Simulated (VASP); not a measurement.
Here is a VASP 6.6.1 calculation.

INCAR

```
ALGO = Normal ; EDIFF = 1E-8
ENCUT = 520 ; GGA = PS
ISIF = 2 ; ISMEAR = -1
LASPH = True ; LCHARG = False
LEFG = True ; LREAL = False
LWAVE = False ; NBANDS = 9
NELM = 100 ; PREC = Accurate
SIGMA = 0.03
```

Contents of KPOINTS:

```
k-points
0
Gamma
  12 12 12
```

File POSCAR:

```
Se
1.0
    2.7629171542      0.0000000000      0.0000000000
    0.0000000000      2.7629171542      0.0000000000
    0.0000000000      0.0000000000      2.7629171542
Se
1
Direct
    0.0000000000      0.0000000000      0.0000000000
```

Potentials or basis: VASP PAW PBE potentials, release 64 (Se).

Launch:

```console
$ cat potpaw_PBE.64/Se/POTCAR > POTCAR
$ mpirun -np 1 vasp_std > vasp.out
```

Task: Estimate the pressure.

Result: 2.5 GPa.

Task: Predict the band gap on the k mesh.

Result: Zero (band 3 reaches 8.54 eV, above the bottom of band 4 at 1.84 eV).

Caveat: without QUAD_EFG the Cq values of the log hold for a quadrupole moment of 1 mb, not for the nuclei; the PAW data sets were made with another functional, which shifts forces and pressure a little.
